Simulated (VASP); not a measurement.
# Hg (P6_3/mmc) in VASP: single point with PBE+D3(BJ)

Aim: the single point of Hg with PBE+D3(BJ).

Everything below comes from runs of VASP 6.6.1. Logs are shortened: lines on timing, memory, paths and dates and some standing lists are left out, and cuts for length are marked.

### 1 The cell of the first run

It takes space group P6_3/mmc (No. 194, hexagonal). The conventional cell has a = 3.337 Å, b = 3.337 Å, c = 9.000 Å, α = 90.00°, β = 90.00°, γ = 120.00°. Hg (site symmetry -3m) has 12 Hg at 2.96 to 3.34 Å within 3.9 Å. Within 3.9 Å of Hg (site symmetry -6m2) lie 12 Hg at 2.96 to 3.34 Å.

### 2 Single point, PBE+D3(BJ) (strain -0.1500 x Voigt [0, 0, 1, 0, 0, 0])

Contents of INCAR:

```
PREC     = Accurate       # precision mode
ENCUT    = 500            # plane-wave cutoff, eV
EDIFF    = 1E-6           # SCF threshold, eV
ISMEAR   = 0              # smearing method
SIGMA    = 0.15           # smearing width, eV
LREAL    = False          # projectors in reciprocal space
LASPH    = True           # aspherical terms in the spheres
NELM     = 120            # most SCF steps
ALGO     = Normal         # electronic algorithm
ISIF     = 2              # what is computed and relaxed
LWAVE    = False          # write WAVECAR
LCHARG   = True           # write CHGCAR
GGA      = PE             # functional
IVDW     = 12             # dispersion correction
LELF     = True           # ELF
LVHAR    = True         
NBANDS   = 48             # bands
GGA_COMPAT= False
```

Contents of KPOINTS:

```
Automatic mesh
0
Gamma
  18 18 6
```

Contents of POSCAR:

```
Hg
1.0
    3.3374995657      0.0000000000      0.0000000000
   -1.6687497829      2.8903594090      0.0000000000
    0.0000000000      0.0000000000      9.0000293231
Hg
4
Direct
    0.0000000000      0.0000000000      0.0000000000
    0.3333333333      0.6666666667      0.2500000000
    0.0000000000      0.0000000000      0.5000000000
    0.6666666667      0.3333333333      0.7500000000
```

Potentials or basis: VASP PAW PBE potentials, release 64 (Hg_sv_GW).

Launch:

```sh
> cat potpaw_PBE.64/Hg_sv_GW/POTCAR > POTCAR
> mpirun -np 1 vasp_std > vasp.out
```

OUTCAR:

```text
PREC = Accurate
   ENCUT = 500
   EDIFF = 1E-6
   ISMEAR = 0
   LREAL = False
   LASPH = True
   NELM = 120
   ISIF = 2
   GGA = PE
   IVDW = 12
 IVDW          = 12

 ion  position               nearest neighbor table
   1  0.000  0.000  0.000-   2 2.96   4 2.96   4 2.96   2 2.96   4 2.96   2 2.96
   2  0.333  0.667  0.250-   1 2.96   3 2.96   1 2.96   3 2.96   1 2.96   3 2.96
   3  0.000  0.000  0.500-   2 2.96   4 2.96   4 2.96   2 2.96   4 2.96   2 2.96
   4  0.667  0.333  0.750-   1 2.96   3 2.96   1 2.96   3 2.96   1 2.96   3 2.96

  LATTYP: Found a hexagonal cell.
 ALAT       =     3.3374995657
 C/A-ratio  =     2.6966383503

  Lattice vectors:

 A1 = (   3.3374995657,   0.0000000000,   0.0000000000)
 A2 = (  -1.6687497829,   2.8903594090,   0.0000000000)
 A3 = (   0.0000000000,   0.0000000000,   9.0000293231)

Analysis of symmetry for initial positions (statically):
=====================================================================
 Subroutine PRICEL returns:
 Original cell was already a primitive cell.

 Routine SETGRP: Setting up the symmetry group for a
 hexagonal supercell.

 Subroutine GETGRP returns: Found 24 space group operations
 (whereof 12 operations were pure point group operations)
 out of a pool of 24 trial point group operations.

The static configuration has the point symmetry D_3d.
 The point group associated with its full space group is D_6h.

Analysis of symmetry for dynamics (positions and initial velocities):
=====================================================================
 Subroutine PRICEL returns:
 Original cell was already a primitive cell.

 Routine SETGRP: Setting up the symmetry group for a
 hexagonal supercell.

 Subroutine GETGRP returns: Found 24 space group operations
 (whereof 12 operations were pure point group operations)
 out of a pool of 24 trial point group operations.

The dynamic configuration has the point symmetry D_3d.
 The point group associated with its full space group is D_6h.

 Subroutine INISYM returns: Found 24 space group operations
 (whereof 12 operations are pure point group operations),
 and found     1 'primitive' translations

----------------------------------------------------------------------------------------

[... 92 lines left out ...]
   LSORBIT =      F    spin-orbit coupling
   LASPH  =      T    aspherical Exc in radial PAW
   ENCUT  =  500.0 eV  36.75 Ry    6.06 a.u.   6.09  6.09 16.41*2*pi/ulx,y,z
   NELM   =    120;   NELMIN=  2; NELMDL= -5     # of ELM steps
   EDIFF  = 0.1E-05   stopping-criterion for ELM
   LREAL  =      F    real-space projection
   EDIFFG = 0.1E-04   stopping-criterion for IOM
   NSW    =      0    number of steps for IOM
   IBRION =     -1    ionic relax: 0-MD 1-quasi-New 2-CG
   NFREE  =      0    steps in history (QN), initial steepest desc. (CG)
   ISIF   =      2    stress and relaxation
   ISYM   =      2    0-nonsym 1-usesym 2-fastsym
   POTIM  = 0.5000    time-step for ionic-motion
   TEBEG  =    0.0;   TEEND  =   0.0 temperature during run
   PSTRESS=    0.0 pullay stress
   NELECT =      80.0000    total number of electrons
   NUPDOWN=      -1.0000    fix difference up-down
   EMIN   =  10.00;   EMAX   =-10.00  energy-range for DOS
   EFERMI =   0.00;   METHOD = LEGACY
   ISMEAR =     0;   SIGMA  =   0.15  broadening in eV -4-tet -1-fermi 0-gaus
   EFERMI_NEDOS =   21; number of points for ismear=-14 and -15
   IALGO  =     38    algorithm
   IMIX   =      4    mixing-type and parameters
     AMIX     =   0.40;   BMIX     =  1.00
     AMIX_MAG =   1.60;   BMIX_MAG =  1.00
  volume/ion in A,a.u.               =      21.70       146.47
  Fermi-wavevector in a.u.,A,eV,Ry     =   1.593061  3.010449 34.529469  2.537844
  Thomas-Fermi vector in A             =   2.691350
   LORBIT       =      0    0 simple, 1 ext, 2 COOP (PROOUT), +10 PAW based schemes
   GGA     = PE    functional components
   LHFCALC =     F    Hartree Fock is set to
   AEXX    =    0.0000 exact exchange contribution
   IVDW    =    12    specifies the selected vdW correction
   LEPSILON=     F    determine dielectric tensor
   LRPA    =     F    only Hartree local field effects (RPA)
 non-spin polarized calculation
 Gauss-broadening in eV      SIGMA  =   0.15
  energy-cutoff  :      500.00
  volume of cell :       86.82
 maximum number of plane-waves:      2238
   NGX = 13   NGY = 13   NGZ = 33

 number of electron      79.9999933 magnetization

 Free energy of the ion-electron system (eV)
  ---------------------------------------------------
  ext. energy  EPLUGINS =         0.00000000
  ---------------------------------------------------
  free energy    TOTEN  =        -0.05832441 eV

  energy without entropy =       -0.04604501  energy(sigma->0) =       -0.05218471

 E-fermi :   7.1425     XC(G=0): -11.8123

 val. band max:        7.1381274945   @ k =   0.2222   0.0556   0.1667
 cond. band min:       7.1555386562   @ k =   0.4444   0.0556   0.3333
 fundamental gap:      0.0174111616
 Fermi energy:         7.1424928550

 k-point     1 :       0.0000    0.0000    0.0000
  band No.  band energies     occupation
      1    -108.1694      2.00000
      2    -108.1689      2.00000
      3    -108.1562      2.00000
      4    -108.1557      2.00000
      5     -56.5730      2.00000
      6     -56.5322      2.00000
[... 1213 lines left out ...]
     47      13.6533      0.00000
     48      14.0127      0.00000

 [... further k-points ...]

------------------------ aborting loop because EDIFF is reached ----------------------------------------

 Edisp (eV)   -1.93559

 E8    (eV) :    -0.8772

  FORCE on cell =-STRESS in cart. coord.  units (eV):
  Direction    XX          YY          ZZ          XY          YZ          ZX
  --------------------------------------------------------------------------------------
  -------------------------------------------------------------------------------------
  Total       2.68475     2.68475     3.77961    -0.00000    -0.00000     0.00000
  in kB      49.54465    49.54465    69.74939    -0.00000    -0.00000     0.00000
  external pressure =       56.28 kB  Pullay stress =        0.00 kB

 VOLUME and BASIS-vectors are now :
 -----------------------------------------------------------------------------
  energy-cutoff  :      500.00
  volume of cell :       86.82
      direct lattice vectors                 reciprocal lattice vectors
     3.337499566  0.000000000  0.000000000     0.299625507  0.172988867  0.000000000
    -1.668749783  2.890359409  0.000000000     0.000000000  0.345977734  0.000000000
     0.000000000  0.000000000  9.000029323     0.000000000  0.000000000  0.111110749

 POSITION                                       TOTAL-FORCE (eV/Angst)
 -----------------------------------------------------------------------------------
      0.00000      0.00000      0.00000        -0.000000     -0.000000     -0.000000
     -0.00000      1.92691      2.25001         0.000000      0.000000     -0.000000
      0.00000      0.00000      4.50001        -0.000000     -0.000000     -0.000000
      1.66875      0.96345      6.75002         0.000000      0.000000      0.000000
 -----------------------------------------------------------------------------------
    total drift:                               -0.000000      0.000000      0.000000

  FREE ENERGIE OF THE ION-ELECTRON SYSTEM (eV)
  ---------------------------------------------------
  free  energy   TOTEN  =        -1.9939140251 eV

  energy  without entropy=       -1.9816346319  energy(sigma->0) =       -1.98777433
```

stdout:

```text
POSCAR found type information on POSCAR Hg
 POSCAR found :  1 types and       4 ions
 scaLAPACK will be used
 LDA part: xc-table for (Slater+PW92), standard interpolation
 POSCAR, INCAR and KPOINTS ok, starting setup
 FFT: planning ... GRIDC
 FFT: planning ... GRID_SOFT
 FFT: planning ... GRID
 WAVECAR not read
 entering main loop
```

It took 11 min on 1 thread of Intel Xeon Platinum 8259CL at 2.50GHz (Skylake/Cascade Lake), shared host; peak memory 0.55 GiB.

What came out:

```
Free energy                : -1.9939 eV
Pressure                   : 5.6 GPa
Band gap on the k mesh     : zero (bands 40 and 41 overlap by 2.32 eV)
Dispersion energy per atom : -0.484 eV
```

Caveat: the cell differs from its parent crystal (strain -0.1500 x Voigt [0, 0, 1, 0, 0, 0]); the cell stands under pressure; spin-orbit coupling is left out, which moves the levels of the heavy elements.
